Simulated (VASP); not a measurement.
# SnO in VASP: a series of runs

The runs below take SnO through single point, with PBE+D3(BJ).

All numbers are computed with VASP 6.6.1; they aren't measurements. Logs are shortened: lines on timing, memory, paths and dates and some standing lists are left out, and cuts for length are marked.

**1. The cell of the first run**

The cell holds a slab with vacuum, 4 atoms: a = 3.820 Å, b = 3.820 Å, c = 19.013 Å, α = 90.00°, β = 90.00°, γ = 90.00°.

**2. Single point, PBE+D3(BJ)**

Contents of INCAR:

```
PREC = Accurate
ENCUT = 520
EDIFF = 1E-6
ISMEAR = 0
SIGMA = 0.05
LREAL = F
LASPH = T
NELM = 100
ALGO = Normal
ISIF = 2
LWAVE = F
LCHARG = F
LDIPOL = T
IDIPOL = 3
DIPOL = 0.5 0.5 0.273
GGA = PE
IVDW = 12
NBANDS = 28
```

Contents of KPOINTS:

```
Automatic mesh
0
Gamma
  7 7 1
```

Contents of POSCAR:

```
SnO
1.0
    3.8201527101      0.0002954416      0.0000000000
   -0.0003145269      3.8201527086      0.0000000000
    0.0000000000      0.0000000000     19.0130375887
Sn O
2 2
Direct
    0.9999452874      0.9999452874      0.2103819540
    0.4999452874      0.4999452874      0.3346670704
    0.9999461031      0.4999461031      0.2725245122
    0.4999461031      0.9999461031      0.2725245122
```

Potentials or basis: VASP PAW PBE potentials, release 64 (Sn_d, O).

Started as:

```sh
$ cat potpaw_PBE.64/Sn_d/POTCAR potpaw_PBE.64/O/POTCAR > POTCAR
$ mpirun -np 1 vasp_std > vasp.out
```

OUTCAR:

```text
PREC = Accurate
   ENCUT = 520
   EDIFF = 1E-6
   ISMEAR = 0
   LREAL = F
   LASPH = T
   NELM = 100
   ISIF = 2
   GGA = PE
   IVDW = 12
 IVDW          = 12

 ion  position               nearest neighbor table
   1  1.000  1.000  0.210-   4 2.25   3 2.25   4 2.25   3 2.25   2 3.59   2 3.59   2 3.59   2 3.59

   2  0.500  0.500  0.335-   3 2.25   4 2.25   3 2.25   4 2.25   1 3.59   1 3.59   1 3.59   1 3.59

   3  1.000  0.500  0.273-   2 2.25   1 2.25   2 2.25   1 2.25
   4  0.500  1.000  0.273-   1 2.25   2 2.25   1 2.25   2 2.25

  LATTYP: Found a simple tetragonal cell.
 ALAT       =     3.8201527215
 C/A-ratio  =     4.9770359917

  Lattice vectors:

 A1 = (   3.8201527101,   0.0002954416,   0.0000000000)
 A2 = (  -0.0003145269,   3.8201527086,   0.0000000000)
 A3 = (   0.0000000000,   0.0000000000,  19.0130375887)

Analysis of symmetry for initial positions (statically):
=====================================================================
 Subroutine PRICEL returns:
 Original cell was already a primitive cell.

 Routine SETGRP: Setting up the symmetry group for a
 simple tetragonal supercell.

 Subroutine GETGRP returns: Found 16 space group operations
 (whereof  2 operations were pure point group operations)
 out of a pool of 16 trial point group operations.

The static configuration has the point symmetry C_1h.
 The point group associated with its full space group is D_4h.

Analysis of symmetry for dynamics (positions and initial velocities):
=====================================================================
 Subroutine PRICEL returns:
 Original cell was already a primitive cell.

 Routine SETGRP: Setting up the symmetry group for a
 simple tetragonal supercell.

 Subroutine GETGRP returns: Found 16 space group operations
 (whereof  2 operations were pure point group operations)
 out of a pool of 16 trial point group operations.

The dynamic configuration has the point symmetry C_1h.
 The point group associated with its full space group is D_4h.

 Subroutine INISYM returns: Found 16 space group operations
 (whereof  2 operations are pure point group operations),
 and found     1 'primitive' translations

----------------------------------------------------------------------------------------

                                     Primitive cell

  volume of cell :     277.4680

  direct lattice vectors                    reciprocal lattice vectors
     3.820152710  0.000295442  0.000000000     0.261769638  0.000021552  0.000000000
    -0.000314527  3.820152709  0.000000000    -0.000020245  0.261769639  0.000000000
     0.000000000  0.000000000 19.013037589     0.000000000  0.000000000  0.052595489

  length of vectors
[... 82 lines left out ...]
   NELECT =      40.0000    total number of electrons
   NUPDOWN=      -1.0000    fix difference up-down
   EMIN   =  10.00;   EMAX   =-10.00  energy-range for DOS
   EFERMI =   0.00;   METHOD = LEGACY
   ISMEAR =     0;   SIGMA  =   0.05  broadening in eV -4-tet -1-fermi 0-gaus
   EFERMI_NEDOS =   21; number of points for ismear=-14 and -15
   IALGO  =     38    algorithm
   IMIX   =      4    mixing-type and parameters
     AMIX     =   0.40;   BMIX     =  1.00
     AMIX_MAG =   1.60;   BMIX_MAG =  1.00
  volume/ion in A,a.u.               =      69.37       468.11
  Fermi-wavevector in a.u.,A,eV,Ry     =   0.858402  1.622144 10.025497  0.736853
  Thomas-Fermi vector in A             =   1.975601
   LORBIT       =      0    0 simple, 1 ext, 2 COOP (PROOUT), +10 PAW based schemes
   GGA     = PE    functional components
   LHFCALC =     F    Hartree Fock is set to
   AEXX    =    0.0000 exact exchange contribution
   IVDW    =    12    specifies the selected vdW correction
   LEPSILON=     F    determine dielectric tensor
   LRPA    =     F    only Hartree local field effects (RPA)
 non-spin polarized calculation
 Gauss-broadening in eV      SIGMA  =   0.05
  energy-cutoff  :      520.00
  volume of cell :      277.47
 maximum number of plane-waves:      7500
   NGX = 15   NGY = 15   NGZ = 71

 dipolmoment           0.000000      0.000000      0.000058 electrons x Angstroem

 number of electron      39.9999985 magnetization

 dipolmoment           0.000000      0.000000     -0.000003 electrons x Angstroem

 Free energy of the ion-electron system (eV)
  ---------------------------------------------------
  ext. energy  EPLUGINS =         0.00000000
  ---------------------------------------------------
  free energy    TOTEN  =       -22.57825491 eV

  energy without entropy =      -22.57825491  energy(sigma->0) =      -22.57825491

 E-fermi :  -2.2874     XC(G=0):  -3.3358

 val. band max:       -2.5203705028   @ k =   0.1429   0.1429   0.0000
 cond. band min:       0.5431129542   @ k =   0.4286   0.4286   0.0000
 fundamental gap:      3.0634834570
 Fermi energy:        -2.2873880555

 k-point     1 :       0.0000    0.0000    0.0000
  band No.  band energies     occupation
      1     -23.0997      2.00000
      2     -22.7390      2.00000
      3     -22.7009      2.00000
      4     -22.7009      2.00000
      5     -22.6857      2.00000
      6     -22.6557      2.00000
[... 299 lines left out ...]
     27       4.8466      0.00000
     28       4.8694      0.00000

------------------------ aborting loop because EDIFF is reached ----------------------------------------

 vacuum level on the upper side and lower side of the slab       (xc-potential included)        -0.156        -0.157

 Edisp (eV)   -0.54947

 E8    (eV) :    -0.2482

  FORCE on cell =-STRESS in cart. coord.  units (eV):
  Direction    XX          YY          ZZ          XY          YZ          ZX
  --------------------------------------------------------------------------------------
  -------------------------------------------------------------------------------------
  Total       0.10798     0.10798     0.15928    -0.00000    -0.00000    -0.00000
  in kB       0.62350     0.62350     0.91975    -0.00000    -0.00000    -0.00000
  external pressure =        0.72 kB  Pullay stress =        0.00 kB

 VOLUME and BASIS-vectors are now :
 -----------------------------------------------------------------------------
  energy-cutoff  :      520.00
  volume of cell :      277.47
      direct lattice vectors                 reciprocal lattice vectors
     3.820152710  0.000295442  0.000000000     0.261769638  0.000021552  0.000000000
    -0.000314527  3.820152709  0.000000000    -0.000020245  0.261769639  0.000000000
     0.000000000  0.000000000 19.013037589     0.000000000  0.000000000  0.052595489

 POSITION                                       TOTAL-FORCE (eV/Angst)
 -----------------------------------------------------------------------------------
      3.81963      3.82024      4.00000        -0.000000     -0.000000     -0.097536
      1.90971      1.91002      6.36304        -0.000000      0.000000      0.097536
      3.81979      1.91017      5.18152         0.000000      0.000000      0.000000
      1.90956      3.82009      5.18152        -0.000000     -0.000000      0.000000
 -----------------------------------------------------------------------------------
    total drift:                               -0.006976     -0.006977     -0.000069

  FREE ENERGIE OF THE ION-ELECTRON SYSTEM (eV)
  ---------------------------------------------------
  free  energy   TOTEN  =       -23.1277276066 eV

  energy  without entropy=      -23.1277276066  energy(sigma->0) =      -23.12772761

 vacuum level on the upper side and lower side of the slab         2.768         2.767
```

OSZICAR:

```text
N       E                     dE             d eps       ncg     rms          rms(c)
DAV:   1     0.370968309327E+03    0.37097E+03   -0.18934E+04   608   0.132E+03
DAV:   2     0.375132765874E+02   -0.33346E+03   -0.32233E+03   664   0.325E+02
DAV:   3    -0.233947965988E+02   -0.60908E+02   -0.60245E+02   660   0.156E+02
[... 14 lines left out ...]
DAV:  18    -0.225782385380E+02   -0.20098E-04   -0.31644E-06   496   0.148E-02    0.331E-03
DAV:  19    -0.225782436659E+02   -0.51279E-05   -0.44449E-07   484   0.416E-03    0.260E-03
DAV:  20    -0.225782519874E+02   -0.83215E-05   -0.62209E-07   496   0.679E-03    0.623E-04
DAV:  21    -0.225782546622E+02   -0.26748E-05   -0.26933E-07   496   0.396E-03    0.883E-04
DAV:  22    -0.225782549071E+02   -0.24486E-06   -0.72018E-08   488   0.341E-03
   1 F= -.23127728E+02 E0= -.23127728E+02  d E =-.979913E-12
```

Wall time 1.7 min (1 thread of Intel Xeon Platinum 8488C (Sapphire Rapids), shared host); peak memory 0.34 GiB.

What came out:

* Free energy: -23.1277 eV
* Largest force: 0.098 eV/Å
* Band gap on the k mesh: 3.06 eV, indirect (least direct gap 3.14 eV)
* Dispersion energy per atom: -0.137 eV

Forces in eV/Å, atoms in the order of the input:
```
Sn   0.000  0.000 -0.098
Sn   0.000  0.000  0.098
O    0.000  0.000  0.000
O    0.000  0.000  0.000
```

Levels at points of the mesh, in eV from the valence-band top:
| k point | band 16 | band 17 | band 18 | band 19 | band 20 | band 21 | band 22 | band 23 | band 24 | band 25 |
| --- | --- | --- | --- | --- | --- | --- | --- | --- | --- | --- |
| (0.00, 0.00, 0.00) | -3.70 | -2.08 | -1.67 | -1.67 | -0.04 | 3.10 | 3.16 | 5.26 | 5.34 | 5.63 |

Caveat: spin-orbit coupling is left out, which moves the levels of the heavy elements.

**3. Single point, PBE+D3(BJ)**

This run uses another cell than the first one, of 78.49 Å³/atom, 1.131 times its volume.

Contents of INCAR:

```
SYSTEM = SnO
  PREC = Accurate
  ENCUT = 520
  EDIFF = 1E-6
  ISMEAR = 0
  SIGMA = 0.05
  LREAL = .False.
  LASPH = .True.
  NELM = 120
  ALGO = Normal
  ISIF = 2
  LWAVE = .False.
  LCHARG = .False.
  LDIPOL = .True.
  IDIPOL = 3
  DIPOL = 0.5 0.5 0.241
  GGA = PE
  IVDW = 12
  NBANDS = 28
  GGA_COMPAT = .False.
  NELMDL = -8
```

Contents of KPOINTS:

```
Automatic mesh
0
Gamma
  7 7 1
  0 0 0
```

Contents of POSCAR:

```
SnO
1.0
    3.8201527101      0.0002954416      0.0000000000
   -0.0003145269      3.8201527086      0.0000000000
    0.0000000000      0.0000000000     21.5130375887
Sn O
2 2
Direct
    0.9999452874      0.9999452874      0.1859337615
    0.4999452874      0.4999452874      0.2957758783
    0.9999461031      0.4999461031      0.2408548199
    0.4999461031      0.9999461031      0.2408548199
```

Potentials or basis: VASP PAW PBE potentials, release 64 (Sn_d, O).

Started as:

```sh
$ cat potpaw_PBE.64/Sn_d/POTCAR potpaw_PBE.64/O/POTCAR > POTCAR
$ mpirun -np 1 vasp_std > vasp.out
```

Wall time 2.8 min (1 thread of AMD EPYC 7R13, shared host); peak memory 0.34 GiB.

Results (log left out):

| Item | Value |
| --- | --- |
| Free energy | -23.1271 eV |
| Largest force | 0.097 eV/Å |
| Band gap on the k mesh | 3.06 eV, indirect (least direct gap 3.14 eV) |
| Dispersion energy per atom | -0.137 eV |

Forces in eV/Å, atoms in the order of the input:
```
Sn   0.000  0.000 -0.097
Sn   0.000  0.000  0.097
O    0.000  0.000  0.000
O    0.000  0.000  0.000
```

Levels at points of the mesh, in eV from the valence-band top:
```
           k point  band 18  band 19  band 20  band 21  band 22  band 23
(0.00, 0.00, 0.00)    -1.67    -1.67    -0.04     3.10     3.16     5.25
```

Caveat: spin-orbit coupling is left out, which moves the levels of the heavy elements.
